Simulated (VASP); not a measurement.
A run of VASP 6.6.1 is set up as follows.

INCAR

```
ALGO = Normal
EDIFF = 1E-6
ENCUT = 600
GGA = PS
GGA_COMPAT = False
ISIF = 2
ISMEAR = -1
LASPH = True
LCHARG = False
LREAL = False
LWAVE = False
NBANDS = 11
NELM = 120
PREC = Accurate
SIGMA = 0.01
```

KPOINTS

```
k-points
0
Gamma
  6 6 6
```

POSCAR

```
BeTe
1.0
    0.0000000000      2.7792027254      2.7792027254
    2.7792027254      0.0000000000      2.7792027254
    2.7792027254      2.7792027254      0.0000000000
Be Te
1 1
Direct
    0.0000000000      0.0000000000      0.0000000000
    0.2500000000      0.2500000000      0.2500000000
```

Potentials or basis: VASP PAW PBE potentials, release 64 (Be, Te).

Launch:

```bash
$ cat potpaw_PBE.64/Be/POTCAR potpaw_PBE.64/Te/POTCAR > POTCAR
$ mpirun -np 1 vasp_std > vasp.out
```

Problem. What does it give for the band gap on the k mesh?

Solution. 1.75 eV, indirect (least direct gap 3.56 eV).

Problem. Estimate the pressure.

Solution. 1.9 GPa.

Caveat: the PAW data sets were made with another functional, which shifts forces and pressure a little; spin-orbit coupling is left out, which moves the levels of the heavy elements. A k mesh can miss the band edges.
